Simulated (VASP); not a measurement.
# In2As2F in VASP: a series of runs, part 3 of 3

VASP 6.6.1. The steps go on from the part before.

**4. Single point, PBE+D3(BJ)**

File INCAR:

```
  PREC = Accurate
  ENCUT = 520
  EDIFF = 1E-6
  ISMEAR = 0
  SIGMA = 0.1
  LREAL = False
  LASPH = True
  NELM = 100
  ALGO = Normal
  ISIF = 2
  LWAVE = False
  LCHARG = False
  LDIPOL = True
  IDIPOL = 3
  DIPOL = 0.5 0.5 0.331
  GGA = PE
  IVDW = 12
  NBANDS = 30
```

File KPOINTS:

```
regular mesh
0
Gamma
  6 6 1
```

File POSCAR:

```
In2As2F
1.0
    4.3220706728      0.0000000000      0.0000000000
   -2.1610353364      3.7430229996      0.0000000000
    0.0000000000      0.0000000000     21.7386927254
As In F
2 2 1
Direct
    0.0000000000      0.0000000000      0.1840037048
    0.3333333333      0.6666666667      0.3557112061
    0.3333333333      0.6666666667      0.2245875152
    0.6666666667      0.3333333333      0.3881876814
    0.6666666667      1.0000000000      0.5031899969
```

Potentials or basis: VASP PAW PBE potentials, release 64 (As, In_d, F).

On the command line:

```bash
$ cat potpaw_PBE.64/As/POTCAR potpaw_PBE.64/In_d/POTCAR potpaw_PBE.64/F/POTCAR > POTCAR
$ mpirun -np 1 vasp_std > vasp.out
```

OUTCAR:

```text
PREC = Accurate
   ENCUT = 520
   EDIFF = 1E-6
   ISMEAR = 0
   LREAL = False
   LASPH = True
   NELM = 100
   ISIF = 2
   GGA = PE
   IVDW = 12
 IVDW          = 12

 ion  position               nearest neighbor table
   1  0.000  0.000  0.184-   3 2.65   3 2.65   3 2.65
   2  0.333  0.667  0.356-   4 2.59   4 2.59   4 2.59   3 2.85
   3  0.333  0.667  0.225-   1 2.65   1 2.65   1 2.65   2 2.85
   4  0.667  0.333  0.388-   2 2.59   2 2.59   2 2.59   5 2.89
   5  0.667  0.000  0.503-   4 2.89

  LATTYP: Found a hexagonal cell.
 ALAT       =     4.3220706728
 C/A-ratio  =     5.0296939525

  Lattice vectors:

 A1 = (   4.3220706728,   0.0000000000,   0.0000000000)
 A2 = (  -2.1610353364,   3.7430229996,   0.0000000000)
 A3 = (   0.0000000000,   0.0000000000,  21.7386927254)

Analysis of symmetry for initial positions (statically):
=====================================================================
 Subroutine PRICEL returns:
 Original cell was already a primitive cell.

 Routine SETGRP: Setting up the symmetry group for a
 hexagonal supercell.

 Subroutine GETGRP returns: Found  1 space group operations
 (whereof  1 operations were pure point group operations)
 out of a pool of 24 trial point group operations.

The static configuration has the point symmetry C_1 .

Analysis of symmetry for dynamics (positions and initial velocities):
=====================================================================
 Subroutine PRICEL returns:
 Original cell was already a primitive cell.

 Routine SETGRP: Setting up the symmetry group for a
 hexagonal supercell.

 Subroutine GETGRP returns: Found  1 space group operations
 (whereof  1 operations were pure point group operations)
 out of a pool of 24 trial point group operations.

The dynamic configuration has the point symmetry C_1 .

 Subroutine INISYM returns: Found  1 space group operations
 (whereof  1 operations are pure point group operations),
 and found     1 'primitive' translations

[... 123 lines left out ...]
   IVDW    =    12    specifies the selected vdW correction
   LEPSILON=     F    determine dielectric tensor
   LRPA    =     F    only Hartree local field effects (RPA)
 non-spin polarized calculation
 Gauss-broadening in eV      SIGMA  =   0.10
  energy-cutoff  :      520.00
  volume of cell :      351.68
 maximum number of plane-waves:      9486
   NGX = 17   NGY = 17   NGZ = 81

 number of electron      42.9999990 magnetization

 dipolmoment           0.000000      0.000000      0.406362 electrons x Angstroem

 Free energy of the ion-electron system (eV)
  ---------------------------------------------------
  ext. energy  EPLUGINS =         0.00000000
  ---------------------------------------------------
  free energy    TOTEN  =       -16.54790778 eV

  energy without entropy =      -16.49010655  energy(sigma->0) =      -16.51900717

 E-fermi :  -3.9731     XC(G=0):  -3.8856

 val. band max:       -3.9842539894   @ k =   0.0000   0.1667   0.0000
 cond. band min:      -3.9680000102   @ k =   0.1667   0.0000   0.0000
 fundamental gap:      0.0162539792
 Fermi energy:        -3.9730815094

 k-point     1 :       0.0000    0.0000    0.0000
  band No.  band energies     occupation
      1     -22.8343      2.00000
      2     -18.1889      2.00000
      3     -18.1523      2.00000
      4     -18.1252      2.00000
      5     -18.0478      2.00000
      6     -18.0214      2.00000
[... 649 lines left out ...]
     29       3.1661      0.00000
     30       3.3078      0.00000

------------------------ aborting loop because EDIFF is reached ----------------------------------------

 vacuum level on the upper side and lower side of the slab       (xc-potential included)         2.202        -2.233

 Edisp (eV)   -0.88868

 E8    (eV) :    -0.4203

  FORCE on cell =-STRESS in cart. coord.  units (eV):
  Direction    XX          YY          ZZ          XY          YZ          ZX
  --------------------------------------------------------------------------------------
  -------------------------------------------------------------------------------------
  Total       0.04214    -0.15847    -5.66235     0.57304     1.16988    -0.70745
  in kB       0.19198    -0.72194   -25.79641     2.61066     5.32972    -3.22298
  external pressure =       -8.78 kB  Pullay stress =        0.00 kB

 VOLUME and BASIS-vectors are now :
 -----------------------------------------------------------------------------
  energy-cutoff  :      520.00
  volume of cell :      351.68
      direct lattice vectors                 reciprocal lattice vectors
     4.322070673  0.000000000  0.000000000     0.231370580  0.133581867  0.000000000
    -2.161035336  3.743023000  0.000000000     0.000000000  0.267163734  0.000000000
     0.000000000  0.000000000 21.738692725     0.000000000  0.000000000  0.046000926

 POSITION                                       TOTAL-FORCE (eV/Angst)
 -----------------------------------------------------------------------------------
      0.00000      0.00000      4.00000         0.001306     -0.004420      0.028413
     -0.00000      2.49535      7.73270        -0.003166     -0.065217     -0.488163
     -0.00000      2.49535      4.88224         0.000783      0.002854      0.401424
      2.16104      1.24767      8.43869         0.280125     -0.378785      1.830171
      2.88138      0.00000     10.93869        -0.279048      0.445567     -1.771844
 -----------------------------------------------------------------------------------
    total drift:                                0.001363     -0.000001     -0.001093

  FREE ENERGIE OF THE ION-ELECTRON SYSTEM (eV)
  ---------------------------------------------------
  free  energy   TOTEN  =       -17.4365847206 eV

  energy  without entropy=      -17.3787834965  energy(sigma->0) =      -17.40768411

 vacuum level on the upper side and lower side of the slab         6.107         1.560
```

OSZICAR:

```text
N       E                     dE             d eps       ncg     rms          rms(c)
DAV:   1     0.368895559698E+03    0.36890E+03   -0.17349E+04  1240   0.118E+03
DAV:   2     0.291645375723E+02   -0.33973E+03   -0.33034E+03  1432   0.301E+02
DAV:   3    -0.180740375220E+02   -0.47239E+02   -0.46733E+02  1508   0.135E+02
[... 23 lines left out ...]
DAV:  27    -0.165478909705E+02   -0.20226E-04   -0.83632E-05  1188   0.138E-02    0.863E-03
DAV:  28    -0.165479031047E+02   -0.12134E-04   -0.21925E-05  1124   0.871E-03    0.193E-02
DAV:  29    -0.165479045752E+02   -0.14705E-05   -0.45678E-06  1050   0.388E-03    0.662E-03
DAV:  30    -0.165479070224E+02   -0.24471E-05   -0.37554E-06   930   0.308E-03    0.568E-03
DAV:  31    -0.165479077788E+02   -0.75647E-06   -0.32749E-07   912   0.245E-03
   1 F= -.17436585E+02 E0= -.17407684E+02  d E =-.578012E-01
```

stdout:

```text
POSCAR found type information on POSCAR AsInF
 POSCAR found :  3 types and       5 ions
 scaLAPACK will be used
 LDA part: xc-table for (Slater+PW92), standard interpolation
 POSCAR, INCAR and KPOINTS ok, starting setup
 FFT: planning ... GRIDC
 FFT: planning ... GRID_SOFT
 FFT: planning ... GRID
 WAVECAR not read
 entering main loop
```

Run time: 17 min. Hardware: 1 thread of AMD EPYC, shared host; peak memory 0.48 GiB.

Results:

| Property | Result |
| --- | --- |
| Free energy | -17.4366 eV |
| Largest force | 1.890 eV/Å |
| Band gap on the k mesh | zero (an odd number of electrons rules out a gap without spin polarisation) |
| Dispersion energy per atom | -0.178 eV |

Forces on the atoms (eV/Å):
```
As   0.001 -0.004  0.028
As  -0.003 -0.065 -0.488
In   0.001  0.003  0.401
In   0.280 -0.379  1.830
F   -0.279  0.446 -1.772
```

Caveat: spin-orbit coupling is left out, which moves the levels of the heavy elements; an odd number of electrons without spin polarisation forces a metal; a magnetic or distorted state may lie lower.

**5. Single point, PBE+D3(BJ)**

File INCAR:

```
PREC = Accurate
ENCUT = 520
EDIFF = 1E-6
ISMEAR = 0
SIGMA = 0.1
LREAL = F
LASPH = T
NELM = 80
ALGO = Normal
ISIF = 2
LWAVE = F
LCHARG = F
LDIPOL = T
IDIPOL = 3
DIPOL = 0.5 0.5 0.331
GGA = PE
IVDW = 12
NBANDS = 30
```

File KPOINTS:

```
Automatic mesh
0
Gamma
  6 6 1
```

POSCAR: that of step 4 with these lines changed.

```diff
@@ -12,2 +12,2 @@
     0.6666666667      0.3333333333      0.3881876814
-    0.6666666667      1.0000000000      0.5031899969
+    0.6666666667      1.2222222222      0.5031899969
```

Potentials or basis: VASP PAW PBE potentials, release 64 (As, In_d, F).

On the command line:

```bash
$ cat potpaw_PBE.64/As/POTCAR potpaw_PBE.64/In_d/POTCAR potpaw_PBE.64/F/POTCAR > POTCAR
$ mpirun -np 1 vasp_std > vasp.out
```

OUTCAR:

```text
PREC = Accurate
   ENCUT = 520
   EDIFF = 1E-6
   ISMEAR = 0
   LREAL = F
   LASPH = T
   NELM = 80
   ISIF = 2
   GGA = PE
   IVDW = 12
 IVDW          = 12

 ion  position               nearest neighbor table
   1  0.000  0.000  0.184-   3 2.65   3 2.65   3 2.65
   2  0.333  0.667  0.356-   4 2.59   4 2.59   4 2.59   3 2.85
   3  0.333  0.667  0.225-   1 2.65   1 2.65   1 2.65   2 2.85
   4  0.667  0.333  0.388-   5 2.55   2 2.59   2 2.59   2 2.59
   5  0.667  0.222  0.503-   4 2.55

  LATTYP: Found a hexagonal cell.
 ALAT       =     4.3220706728
 C/A-ratio  =     5.0296939525
[... 862 lines left out ...]
  -------------------------------------------------------------------------------------
  Total       0.52786     0.67405    -7.48614     0.15429     0.80258    -0.48113
  in kB       2.40482     3.07083   -34.10522     0.70291     3.65640    -2.19193
  external pressure =       -9.54 kB  Pullay stress =        0.00 kB

 VOLUME and BASIS-vectors are now :
 -----------------------------------------------------------------------------
  energy-cutoff  :      520.00
  volume of cell :      351.68
      direct lattice vectors                 reciprocal lattice vectors
     4.322070673  0.000000000  0.000000000     0.231370580  0.133581867  0.000000000
    -2.161035336  3.743023000  0.000000000     0.000000000  0.267163734  0.000000000
     0.000000000  0.000000000 21.738692725     0.000000000  0.000000000  0.046000926

 POSITION                                       TOTAL-FORCE (eV/Angst)
 -----------------------------------------------------------------------------------
      0.00000      0.00000      4.00000         0.002561     -0.002976      0.000416
     -0.00000      2.49535      7.73270         0.017347     -0.044912     -0.764310
     -0.00000      2.49535      4.88224        -0.002802      0.005476      0.532375
      2.16104      1.24767      8.43869         0.169442     -0.268104      2.673078
      2.40115      0.83178     10.93869        -0.186548      0.310516     -2.441560
 -----------------------------------------------------------------------------------
    total drift:                                0.000361     -0.000272     -0.001322

  FREE ENERGIE OF THE ION-ELECTRON SYSTEM (eV)
  ---------------------------------------------------
  free  energy   TOTEN  =       -17.9465822303 eV

  energy  without entropy=      -17.8916262426  energy(sigma->0) =      -17.91910424

 vacuum level on the upper side and lower side of the slab         6.173         1.486
```

OSZICAR:

```text
N       E                     dE             d eps       ncg     rms          rms(c)
DAV:   1     0.370827243402E+03    0.37083E+03   -0.17349E+04  1240   0.118E+03
DAV:   2     0.288536488608E+02   -0.34197E+03   -0.33263E+03  1434   0.302E+02
DAV:   3    -0.181902141199E+02   -0.47044E+02   -0.46536E+02  1488   0.136E+02
[... 21 lines left out ...]
DAV:  25    -0.170658097093E+02    0.33341E-04   -0.30260E-04  1398   0.340E-02    0.119E-02
DAV:  26    -0.170658296691E+02   -0.19960E-04   -0.47066E-05  1204   0.143E-02    0.254E-02
DAV:  27    -0.170658317913E+02   -0.21223E-05   -0.27312E-05  1104   0.134E-02    0.236E-03
DAV:  28    -0.170658373268E+02   -0.55354E-05   -0.47919E-06   988   0.455E-03    0.131E-02
DAV:  29    -0.170658372578E+02    0.68938E-07   -0.63617E-06   944   0.411E-03
   1 F= -.17946582E+02 E0= -.17919104E+02  d E =-.549560E-01
```

stdout:

```text
POSCAR found type information on POSCAR AsInF
 POSCAR found :  3 types and       5 ions
 scaLAPACK will be used
 LDA part: xc-table for (Slater+PW92), standard interpolation
 POSCAR, INCAR and KPOINTS ok, starting setup
 FFT: planning ... GRIDC
 FFT: planning ... GRID_SOFT
 FFT: planning ... GRID
 WAVECAR not read
 entering main loop
```

Run time: 16 min. Hardware: 1 thread of AMD EPYC, shared host; peak memory 0.49 GiB.

Results:

```
Free energy                : -17.9466 eV
Largest force              : 2.692 eV/Å
Band gap on the k mesh     : zero (an odd number of electrons rules out a gap without spin polarisation)
Dispersion energy per atom : -0.176 eV
```

Forces on the atoms (eV/Å):
```
As   0.003 -0.003  0.000
As   0.017 -0.045 -0.764
In  -0.003  0.005  0.532
In   0.169 -0.268  2.673
F   -0.187  0.311 -2.442
```

Caveat: spin-orbit coupling is left out, which moves the levels of the heavy elements; an odd number of electrons without spin polarisation forces a metal; a magnetic or distorted state may lie lower.

**6. The runs side by side**

```csv
cell,gap on the mesh (eV),largest force (eV/Å)
"as given, atomic positions A",none,2.37
"as given, atomic positions B",none,1.49
"as given, atomic positions C",none,1.89
"as given, atomic positions D",none,2.69
```

Alike in all rows: task single point; level PBE+D3(BJ); potentials or basis VASP PAW PBE potentials, release 64 (As, In_d, F); no spin polarisation; k mesh 6 × 6 × 1; cutoff (eV) 520; smearing gaussian 0.1 eV.

Caveats: spin-orbit coupling is left out, which moves the levels of the heavy elements; an odd number of electrons without spin polarisation forces a metal; a magnetic or distorted state may lie lower.

Absolute energies hang on the potentials; compare differences alone.

The gap in the log of VASP goes by the Fermi energy; the results here count the filled bands.